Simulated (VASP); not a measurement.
# Mn (Im-3m) in VASP: single point with r2SCAN

Aim: the single point of Mn with r2SCAN.

Everything below comes from runs of VASP 6.6.1. Logs are shortened: lines on timing, memory, paths and dates and some standing lists are left out, and cuts for length are marked.

## Step 1: The cell of the first run

Symmetry: Im-3m, No. 229, cubic system. The conventional cell has a = 2.740 Å, b = 2.740 Å, c = 2.740 Å, α = 90.00°, β = 90.00°, γ = 90.00°. Within 3.1 Å of Mn (site symmetry m-3m) lie 14 Mn at 2.37 to 2.74 Å.

## Step 2: Single point, r2SCAN, collinear spin

POSCAR reads:

```
Mn
1.0
    2.7400000000      0.0000000000      0.0000000000
    0.0000000000      2.7400000000      0.0000000000
    0.0000000000      0.0000000000      2.7400000000
Mn
2
Direct
    0.0000000000      0.0000000000      0.0000000000
    0.5000000000      0.5000000000      0.5000000000
```

INCAR.step1 reads:

```
ALGO = Normal
EDIFF = 1E-5
ENCUT = 550
GGA = PE
GGA_COMPAT = False
ISMEAR = -1
ISPIN = 2
LASPH = True
LCHARG = False
LMAXMIX = 4
LREAL = False
LWAVE = True
MAGMOM = 3 0
NBANDS = 24
NELM = 200
PREC = Accurate
SIGMA = 0.1
```

INCAR.step2 reads:

```
ALGO = Normal
EDIFF = 1E-6
ENCUT = 550
GGA_COMPAT = False
ISIF = 2
ISMEAR = -1
ISPIN = 2
ISTART = 1
LASPH = True
LCHARG = False
LMAXMIX = 4
LMIXTAU = True
LORBIT = 11
LREAL = False
LWAVE = False
MAGMOM = 3 0
METAGGA = R2SCAN
NBANDS = 24
NELM = 200
PREC = Accurate
SIGMA = 0.1
```

KPOINTS reads:

```
k-points
0
Gamma
  6 6 6
```

Potentials or basis: VASP PAW PBE potentials, release 64 (Mn_pv).

Command:

```console
> cat potpaw_PBE.64/Mn_pv/POTCAR > POTCAR
> cp INCAR.step1 INCAR
> mpirun -np 1 vasp_std > vasp.out
> cp INCAR.step2 INCAR
> mpirun -np 1 vasp_std > vasp.out
```

OUTCAR:

```text
EDIFF = 1E-6
   ENCUT = 550
   ISIF = 2
   ISMEAR = -1
   ISPIN = 2
   ISTART = 1
   LASPH = True
   LORBIT = 11
   LREAL = False
   METAGGA = R2SCAN
   NELM = 200
   PREC = Accurate

 ion  position               nearest neighbor table
   1  0.000  0.000  0.000-   2 2.37   2 2.37   2 2.37   2 2.37   2 2.37   2 2.37   2 2.37   2 2.37

   2  0.500  0.500  0.500-   1 2.37   1 2.37   1 2.37   1 2.37   1 2.37   1 2.37   1 2.37   1 2.37

  LATTYP: Found a simple cubic cell.
 ALAT       =     2.7400000000

  Lattice vectors:

 A1 = (   2.7400000000,   0.0000000000,   0.0000000000)
 A2 = (   0.0000000000,   2.7400000000,   0.0000000000)
 A3 = (   0.0000000000,   0.0000000000,   2.7400000000)

Analysis of symmetry for initial positions (statically):
=====================================================================
 Subroutine PRICEL returns following result:

  LATTYP: Found a body centered cubic cell.
 ALAT       =     2.7400000000

  Lattice vectors:

 A1 = (   1.3700000000,   1.3700000000,  -1.3700000000)
 A2 = (  -1.3700000000,   1.3700000000,   1.3700000000)
 A3 = (   1.3700000000,  -1.3700000000,   1.3700000000)

   2 primitive cells build up your supercell.

 Routine SETGRP: Setting up the symmetry group for a
 simple cubic supercell.

 Subroutine GETGRP returns: Found 48 space group operations
 (whereof 48 operations were pure point group operations)
 out of a pool of 48 trial point group operations.

The static configuration has the point symmetry O_h .

Analysis of symmetry for dynamics (positions and initial velocities):
=====================================================================
 Subroutine PRICEL returns following result:

  LATTYP: Found a body centered cubic cell.
 ALAT       =     2.7400000000

  Lattice vectors:

 A1 = (   1.3700000000,   1.3700000000,  -1.3700000000)
 A2 = (  -1.3700000000,   1.3700000000,   1.3700000000)
 A3 = (   1.3700000000,  -1.3700000000,   1.3700000000)

   2 primitive cells build up your supercell.

 Routine SETGRP: Setting up the symmetry group for a
 simple cubic supercell.

 Subroutine GETGRP returns: Found 48 space group operations
 (whereof 48 operations were pure point group operations)
 out of a pool of 48 trial point group operations.

The dynamic configuration has the point symmetry O_h .

Analysis of structural, dynamic, and magnetic symmetry:
=====================================================================
 Subroutine PRICEL returns:
 Original cell was already a primitive cell.

 Routine SETGRP: Setting up the symmetry group for a
 simple cubic supercell.

 Subroutine GETGRP returns: Found 48 space group operations
 (whereof 48 operations were pure point group operations)
 out of a pool of 48 trial point group operations.

The overall configuration has the point symmetry O_h .

 Subroutine INISYM returns: Found 48 space group operations
 (whereof 48 operations are pure point group operations),
 and found     1 'primitive' translations

----------------------------------------------------------------------------------------

                                     Primitive cell

  volume of cell :      20.5708

  direct lattice vectors                    reciprocal lattice vectors
     2.740000000  0.000000000  0.000000000     0.364963504  0.000000000  0.000000000
     0.000000000  2.740000000  0.000000000     0.000000000  0.364963504  0.000000000
     0.000000000  0.000000000  2.740000000     0.000000000  0.000000000  0.364963504

  length of vectors
     2.740000000  2.740000000  2.740000000     0.364963504  0.364963504  0.364963504

  position of ions in fractional coordinates (direct lattice)
     0.000000000  0.000000000  0.000000000
     0.500000000  0.500000000  0.500000000

  ion indices of the primitive-cell ions
   primitive index   ion index
                 1           1
                 2           2

----------------------------------------------------------------------------------------

 KPOINTS: k-points

Automatic generation of k-mesh.
 Grid dimensions read from file:
 generate k-points for:    6    6    6

 Generating k-lattice:

  Cartesian coordinates                     Fractional coordinates (reciprocal lattice)
     0.060827251  0.000000000  0.000000000     0.166666667  0.000000000  0.000000000
     0.000000000  0.060827251  0.000000000     0.000000000  0.166666667  0.000000000
     0.000000000  0.000000000  0.060827251     0.000000000  0.000000000  0.166666667

  Length of vectors
     0.060827251  0.060827251  0.060827251

  Shift w.r.t. Gamma in fractional coordinates (k-lattice)
     0.000000000  0.000000000  0.000000000

 Subroutine IBZKPT returns following result:
 ===========================================

 Found     20 irreducible k-points:

 Following reciprocal coordinates:
            Coordinates               Weight
  0.000000  0.000000  0.000000      1.000000
  0.166667  0.000000  0.000000      6.000000
  0.333333  0.000000  0.000000      6.000000
  0.500000  0.000000  0.000000      3.000000
  0.166667  0.166667  0.000000     12.000000
  0.333333  0.166667  0.000000     24.000000
[... 12 lines left out ...]
  0.500000  0.500000  0.333333      6.000000
  0.500000  0.500000  0.500000      1.000000
   k-points           NKPTS =     20   k-points in BZ     NKDIM =     20   number of bands    NBANDS=     24
   number of dos      NEDOS =    301   number of ions     NIONS =      2
   total plane-waves  NPLWV =  13824
   dimension x,y,z NGX =    24 NGY =   24 NGZ =   24
   dimension x,y,z NGXF=    48 NGYF=   48 NGZF=   48
   ions per type =               2
   NGX,Y,Z   is equivalent  to a cutoff of  14.56, 14.56, 14.56 a.u.
   NGXF,Y,Z  is equivalent  to a cutoff of  29.12, 29.12, 29.12 a.u.
 SYSTEM =  unknown system
   PREC   = accura    normal or accurate (medium, high low for compatibility)
   ISTART =      1    job   : 0-new  1-cont  2-samecut
   ICHARG =      0    charge: 1-file 2-atom 10-const
   ISPIN  =      2    spin polarized calculation?
   LNONCOLLINEAR =      F non collinear calculations
   LSORBIT =      F    spin-orbit coupling
   LASPH  =      T    aspherical Exc in radial PAW
   ENCUT  =  550.0 eV  40.42 Ry    6.36 a.u.   5.24  5.24  5.24*2*pi/ulx,y,z
   NELM   =    200;   NELMIN=  2; NELMDL=  0     # of ELM steps
   EDIFF  = 0.1E-05   stopping-criterion for ELM
   LREAL  =      F    real-space projection
   EDIFFG = 0.1E-04   stopping-criterion for IOM
   NSW    =      0    number of steps for IOM
   IBRION =     -1    ionic relax: 0-MD 1-quasi-New 2-CG
   NFREE  =      0    steps in history (QN), initial steepest desc. (CG)
   ISIF   =      2    stress and relaxation
   ISYM   =      2    0-nonsym 1-usesym 2-fastsym
   POTIM  = 0.5000    time-step for ionic-motion
   TEBEG  =    0.0;   TEEND  =   0.0 temperature during run
   PSTRESS=    0.0 pullay stress
   NELECT =      26.0000    total number of electrons
   NUPDOWN=      -1.0000    fix difference up-down
   EMIN   =  10.00;   EMAX   =-10.00  energy-range for DOS
   EFERMI =   0.00;   METHOD = LEGACY
   ISMEAR =    -1;   SIGMA  =   0.10  broadening in eV -4-tet -1-fermi 0-gaus
   EFERMI_NEDOS =   21; number of points for ismear=-14 and -15
   IALGO  =     38    algorithm
   IMIX   =      4    mixing-type and parameters
     AMIX     =   0.40;   BMIX     =  1.00
     AMIX_MAG =   1.60;   BMIX_MAG =  1.00
  volume/ion in A,a.u.               =      10.29        69.41
  Fermi-wavevector in a.u.,A,eV,Ry     =   1.770036  3.344883 42.627417  3.133027
  Thomas-Fermi vector in A             =   2.836906
   LORBIT       =     11    0 simple, 1 ext, 2 COOP (PROOUT), +10 PAW based schemes
   METAGGA = R2SCAN    functional components
   LHFCALC =     F    Hartree Fock is set to
   AEXX    =    0.0000 exact exchange contribution
   IVDW    =     0    specifies the selected vdW correction
   LEPSILON=     F    determine dielectric tensor
   LRPA    =     F    only Hartree local field effects (RPA)
 spin polarized calculation
  energy-cutoff  :      550.00
  volume of cell :       20.57
 maximum number of plane-waves:       624
 NGX is ok and might be reduce to    24
   NGX = 11   NGY = 11   NGZ = 11

 number of electron      25.9999972 magnetization       2.0437069

 Free energy of the ion-electron system (eV)
  ---------------------------------------------------
  ext. energy  EPLUGINS =         0.00000000
  ---------------------------------------------------
  free energy    TOTEN  =       -28.65722234 eV

  energy without entropy =      -28.55854683  energy(sigma->0) =      -28.60788458

 E-fermi :  11.1982     XC(G=0): -15.6891

 val. band max:       11.1440518727   @ k =   0.1667   0.1667   0.0000
 cond. band min:      11.2040112386   @ k =   0.5000   0.5000   0.1667
 fundamental gap:      0.0599593659
 Fermi energy:        11.1981508055

 spin component 1

 k-point     1 :       0.0000    0.0000    0.0000
  band No.  band energies     occupation
      1     -39.6447      1.00000
      2     -39.6447      1.00000
      3     -39.6447      1.00000
      4     -39.0287      1.00000
      5     -39.0287      1.00000
      6     -39.0287      1.00000
[... 16 lines left out ...]
     23      36.3519      0.00000
     24      36.3519      0.00000
[... 489 lines left out ...]
      1     -39.4687      1.00000
      2     -39.4687      1.00000
      3     -39.4687      1.00000
      4     -39.4665      1.00000
      5     -39.4665      1.00000
      6     -39.4665      1.00000
[... 16 lines left out ...]
     23      24.8963      0.00000
     24      24.8969      0.00000
 Fermi energy:        11.1981508055

 spin component 2

 k-point     1 :       0.0000    0.0000    0.0000
  band No.  band energies     occupation
      1     -38.0544      1.00000
      2     -38.0544      1.00000
      3     -38.0544      1.00000
      4     -37.3996      1.00000
      5     -37.3996      1.00000
      6     -37.3996      1.00000
[... 16 lines left out ...]
     23      36.2692      0.00000
     24      36.2692      0.00000
[... 490 lines left out ...]
      2     -37.8724      1.00000
      3     -37.8723      1.00000
      4     -37.8711      1.00000
      5     -37.8711      1.00000
      6     -37.8711      1.00000
[... 16 lines left out ...]
     23      25.6098      0.00000
     24      25.6100      0.00000

------------------------ aborting loop because EDIFF is reached ----------------------------------------

  FORCE on cell =-STRESS in cart. coord.  units (eV):
  Direction    XX          YY          ZZ          XY          YZ          ZX
  --------------------------------------------------------------------------------------
  -------------------------------------------------------------------------------------
  Total        1.8469066      1.8469066      1.8469066     -0.0000000     -0.0000000     -0.0000000
  in kB      143.8480001    143.8480001    143.8480001     -0.0000000     -0.0000000     -0.0000000
  external PRESSURE =     143.8480001 kB  Pullay stress =       0.0000000 kB

 VOLUME and BASIS-vectors are now :
 -----------------------------------------------------------------------------
  energy-cutoff  :      550.00
  volume of cell :       20.57
      direct lattice vectors                 reciprocal lattice vectors
     2.740000000  0.000000000  0.000000000     0.364963504  0.000000000  0.000000000
     0.000000000  2.740000000  0.000000000     0.000000000  0.364963504  0.000000000
     0.000000000  0.000000000  2.740000000     0.000000000  0.000000000  0.364963504

 POSITION                                       TOTAL-FORCE (eV/Angst)
 -----------------------------------------------------------------------------------
      0.00000      0.00000      0.00000         0.000000      0.000000      0.000000
      1.37000      1.37000      1.37000         0.000000      0.000000      0.000000
 -----------------------------------------------------------------------------------
    total drift:                                0.000000      0.000000     -0.000000

  FREE ENERGIE OF THE ION-ELECTRON SYSTEM (eV)
  ---------------------------------------------------
  free  energy   TOTEN  =       -28.6572223360 eV

  energy  without entropy=      -28.5585468296  energy(sigma->0) =      -28.60788458

 total charge

# of ion       s       p       d       tot
------------------------------------------
    1        0.469   6.450   5.178  12.097
    2        0.469   6.450   5.179  12.098
--------------------------------------------------
tot          0.938  12.901  10.357  24.195

 magnetization (x)

# of ion       s       p       d       tot
------------------------------------------
    1       -0.011  -0.038   1.090   1.041
    2       -0.011  -0.038   1.093   1.043
--------------------------------------------------
tot         -0.022  -0.076   2.183   2.085
```

Run time: 2.9 min. Hardware: 1 thread of AMD EPYC 7R43 (Zen 3), shared host; peak memory 0.12 GiB.

What came out:

```yaml
Free_energy: -28.6572 eV
Pressure: 14.4 GPa
Net_moment: 2.04 μB per cell
Site_moments: Mn +1.04 μB
Valence_electrons_inside_the_program's_atomic_spheres: Mn 12.10
```

Caveat: the k points lie up to 0.38 Å⁻¹ apart; the PAW data sets were made with another functional, which shifts forces and pressure a little.
